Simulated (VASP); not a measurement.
NaTiO2:

```xyz
4
Lattice="1.5066 0.8698 5.3990 -1.5066 0.8698 5.3990 0.0000 -1.7397 5.3990" Properties=species:S:1:pos:R:3 pbc="T T T"
Na    0.0000    0.0000    0.0000
Ti    0.0000    0.0000    8.0986
O     0.0000    0.0000   12.3714
O     0.0000    0.0000    3.8257
```

Base run:

| Quantity | Value |
| --- | --- |
| Program | VASP 6.6.1 |
| Functional | LDA |
| Potentials or basis | VASP PAW LDA potentials, release 64 (Na_pv, Ti_sv, O) |
| Cutoff | 520 eV |
| k mesh | 10 × 10 × 10 |
| Occupations | fermi-dirac, width 0.03 eV |
| Spin | collinear spin, ferromagnetic start |
| Starting moments | [0.0, 0.2, 0.0, 0.0] μB |
| Fixed moment | 0.2 μB |

Its results: pressure -9.0 GPa; site moments Na +0.00; Ti +0.16; O +0.00 μB; largest force 0.157 eV/Å.

Task: The run is repeated on the same cell with these changes: fixed moment from 0.2 μB to 1 μB; moments at the start from [0.0, 0.2, 0.0, 0.0] to [0.0, 1.0, 0.0, 0.0]. What comes out?

Result: Pressure -7.5 GPa; site moments Na +0.00; Ti +0.80; O +0.02 μB; largest force 0.402 eV/Å.

Caveats: the total moment is fixed, so each spin has its own Fermi level.
